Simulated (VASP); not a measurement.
# BaLiF3 (P4/mmm) in VASP: notebook, part 2 of 2

VASP 6.6.1. The steps go on from the part before.

**3. Single point, LDA (strain +0.0250 x Voigt [1, 1, 0, 0, 0, 0])**

INCAR

```
ALGO = Normal
EDIFF = 1E-6
ENCUT = 520
GGA = CA
ISIF = 2
ISMEAR = 0
LASPH = True
LCHARG = False
LREAL = False
LWAVE = False
NBANDS = 25
NELM = 80
PREC = Accurate
SIGMA = 0.05
```

KPOINTS

```
k-points
0
Gamma
  6 6 6
```

POSCAR

```
BaLiF3
1.0
    4.0882961810      0.0000000000      0.0000000000
    0.0000000000      4.0882961810      0.0000000000
    0.0000000000      0.0000000000      3.9885816400
Ba Li F
1 1 3
Direct
    0.0000000000      0.0000000000      0.0000000000
    0.5000000000      0.5000000000      0.5000000000
    0.0000000000      0.5000000000      0.5000000000
    0.5000000000      0.5000000000      0.0000000000
    0.5000000000      0.0000000000      0.5000000000
```

Potentials or basis: VASP PAW LDA potentials, release 64 (Ba_sv, Li_sv, F).

Command:

```sh
$ cat potpaw_LDA.64/Ba_sv/POTCAR potpaw_LDA.64/Li_sv/POTCAR potpaw_LDA.64/F/POTCAR > POTCAR
$ mpirun -np 1 vasp_std > vasp.out
```

OUTCAR:

```text
EDIFF = 1E-6
   ENCUT = 520
   GGA = CA
   ISIF = 2
   ISMEAR = 0
   LASPH = True
   LREAL = False
   NELM = 80
   PREC = Accurate

 ion  position               nearest neighbor table
   1  0.000  0.000  0.000-   3 2.86   5 2.86   3 2.86   5 2.86   3 2.86   3 2.86   5 2.86   5 2.86
                             4 2.89   4 2.89   4 2.89   4 2.89   2 3.51   2 3.51   2 3.51   2 3.51
   2  0.500  0.500  0.500-   4 1.99   4 1.99   5 2.04   3 2.04   5 2.04   3 2.04   1 3.51   1 3.51
                             1 3.51   1 3.51   1 3.51   1 3.51   1 3.51   1 3.51
   3  0.000  0.500  0.500-   2 2.04   2 2.04   1 2.86   1 2.86   1 2.86   1 2.86
   4  0.500  0.500  0.000-   2 1.99   2 1.99   1 2.89   1 2.89   1 2.89   1 2.89
   5  0.500  0.000  0.500-   2 2.04   2 2.04   1 2.86   1 2.86   1 2.86   1 2.86

  LATTYP: Found a simple tetragonal cell.
 ALAT       =     4.0882961810
 C/A-ratio  =     0.9756097561

  Lattice vectors:

 A1 = (   4.0882961810,   0.0000000000,   0.0000000000)
 A2 = (   0.0000000000,   4.0882961810,   0.0000000000)
 A3 = (   0.0000000000,   0.0000000000,   3.9885816400)

Analysis of symmetry for initial positions (statically):
=====================================================================
 Subroutine PRICEL returns:
 Original cell was already a primitive cell.

 Routine SETGRP: Setting up the symmetry group for a
 simple tetragonal supercell.

 Subroutine GETGRP returns: Found 16 space group operations
 (whereof 16 operations were pure point group operations)
 out of a pool of 16 trial point group operations.

The static configuration has the point symmetry D_4h.

Analysis of symmetry for dynamics (positions and initial velocities):
=====================================================================
 Subroutine PRICEL returns:
 Original cell was already a primitive cell.

 Routine SETGRP: Setting up the symmetry group for a
 simple tetragonal supercell.

[... 129 lines left out ...]
     AMIX     =   0.40;   BMIX     =  1.00
     AMIX_MAG =   1.60;   BMIX_MAG =  1.00
  volume/ion in A,a.u.               =      13.33        89.98
  Fermi-wavevector in a.u.,A,eV,Ry     =   1.307977  2.471718 23.276896  1.710804
  Thomas-Fermi vector in A             =   2.438675
   LORBIT       =      0    0 simple, 1 ext, 2 COOP (PROOUT), +10 PAW based schemes
   GGA     = CA    functional components
   LHFCALC =     F    Hartree Fock is set to
   AEXX    =    0.0000 exact exchange contribution
   IVDW    =     0    specifies the selected vdW correction
   LEPSILON=     F    determine dielectric tensor
   LRPA    =     F    only Hartree local field effects (RPA)
 non-spin polarized calculation
 Gauss-broadening in eV      SIGMA  =   0.05
  energy-cutoff  :      520.00
  volume of cell :       66.67
 maximum number of plane-waves:      1819
   NGX = 15   NGY = 15   NGZ = 15

 number of electron      33.9999975 magnetization

 Free energy of the ion-electron system (eV)
  ---------------------------------------------------
  ext. energy  EPLUGINS =         0.00000000
  ---------------------------------------------------
  free energy    TOTEN  =       -29.09042604 eV

  energy without entropy =      -29.09042604  energy(sigma->0) =      -29.09042604

 E-fermi :  -0.8476     XC(G=0): -10.4879

 val. band max:       -1.1238516173   @ k =   0.0000   0.0000   0.0000
 cond. band min:       5.1444964878   @ k =   0.0000   0.0000   0.0000
 fundamental gap:      6.2683481051
 Fermi energy:        -0.8475520225

 k-point     1 :       0.0000    0.0000    0.0000
  band No.  band energies     occupation
      1     -40.8535      2.00000
      2     -24.6634      2.00000
      3     -20.2681      2.00000
      4     -19.9088      2.00000
      5     -19.8190      2.00000
      6      -9.7139      2.00000
[... 661 lines left out ...]
     24      11.5921      0.00000
     25      13.6730      0.00000

 [... further k-points ...]

------------------------ aborting loop because EDIFF is reached ----------------------------------------

  FORCE on cell =-STRESS in cart. coord.  units (eV):
  Direction    XX          YY          ZZ          XY          YZ          ZX
  --------------------------------------------------------------------------------------
  -------------------------------------------------------------------------------------
  Total       -3.5654921     -3.5654921     -2.8542870      0.0000000      0.0000000      0.0000000
  in kB      -85.6893552    -85.6893552    -68.5969848      0.0000000      0.0000000      0.0000000
  external PRESSURE =     -79.9918984 kB  Pullay stress =       0.0000000 kB

 VOLUME and BASIS-vectors are now :
 -----------------------------------------------------------------------------
  energy-cutoff  :      520.00
  volume of cell :       66.67
      direct lattice vectors                 reciprocal lattice vectors
     4.088296181  0.000000000  0.000000000     0.244600674  0.000000000  0.000000000
     0.000000000  4.088296181  0.000000000     0.000000000  0.244600674  0.000000000
     0.000000000  0.000000000  3.988581640     0.000000000  0.000000000  0.250715691

 POSITION                                       TOTAL-FORCE (eV/Angst)
 -----------------------------------------------------------------------------------
      0.00000      0.00000      0.00000         0.000000      0.000000      0.000000
      2.04415      2.04415      1.99429         0.000000      0.000000      0.000000
      0.00000      2.04415      1.99429         0.000000      0.000000      0.000000
      2.04415      2.04415      0.00000         0.000000      0.000000      0.000000
      2.04415      0.00000      1.99429         0.000000      0.000000      0.000000
 -----------------------------------------------------------------------------------
    total drift:                                0.000000      0.000000     -0.000000

  FREE ENERGIE OF THE ION-ELECTRON SYSTEM (eV)
  ---------------------------------------------------
  free  energy   TOTEN  =       -29.0904260412 eV

  energy  without entropy=      -29.0904260412  energy(sigma->0) =      -29.09042604
```

OSZICAR:

```text
N       E                     dE             d eps       ncg     rms          rms(c)
DAV:   1     0.216023853333E+03    0.21602E+03   -0.18706E+04  2000   0.138E+03
DAV:   2    -0.175858515969E+02   -0.23361E+03   -0.22428E+03  2412   0.318E+02
DAV:   3    -0.306355904607E+02   -0.13050E+02   -0.12993E+02  3231   0.678E+01
DAV:   4    -0.312097666220E+02   -0.57418E+00   -0.57325E+00  2845   0.942E+00
DAV:   5    -0.312166627622E+02   -0.68961E-02   -0.68958E-02  2853   0.996E-01    0.860E+00
DAV:   6    -0.292237685506E+02    0.19929E+01   -0.64184E+00  2159   0.190E+01    0.392E+00
DAV:   7    -0.291492525593E+02    0.74516E-01   -0.37963E-01  2890   0.352E+00    0.209E+00
DAV:   8    -0.290925286298E+02    0.56724E-01   -0.10261E-01  2605   0.255E+00    0.328E-01
DAV:   9    -0.290905244454E+02    0.20042E-02   -0.14366E-02  2879   0.763E-01    0.134E-01
DAV:  10    -0.290904645042E+02    0.59941E-04   -0.21237E-03  2331   0.294E-01    0.343E-02
DAV:  11    -0.290904259179E+02    0.38586E-04   -0.16189E-04  2678   0.901E-02    0.141E-02
DAV:  12    -0.290904261830E+02   -0.26509E-06   -0.14031E-05  2519   0.226E-02    0.420E-03
DAV:  13    -0.290904260412E+02    0.14180E-06   -0.20711E-06  2228   0.969E-03
   1 F= -.29090426E+02 E0= -.29090426E+02  d E =-.170311E-16
```

stdout:

```text
POSCAR found type information on POSCAR BaLiF
 POSCAR found :  3 types and       5 ions
 scaLAPACK will be used
 LDA part: xc-table for (Slater(with rela. corr.)+CA(PZ))
 , standard interpolation
 POSCAR, INCAR and KPOINTS ok, starting setup
 FFT: planning ... GRIDC
 FFT: planning ... GRID_SOFT
 FFT: planning ... GRID
 WAVECAR not read
 entering main loop
```

Wall time 44 s (1 thread of Intel Xeon Platinum 8259CL at 2.50GHz (Skylake/Cascade Lake), shared host); peak memory 0.19 GiB.

Results:

- Free energy: -29.0904 eV
- Band gap on the k mesh: 6.27 eV

Caveat: the cell differs from its parent crystal (strain +0.0250 x Voigt [1, 1, 0, 0, 0, 0]); the cutoff is under 1.25 times the usual one of these potentials, so pressure, stress and relaxed cells hold a basis-set (Pulay) error; spin-orbit coupling is left out, which moves the levels of the heavy elements. A k mesh can miss the band edges.
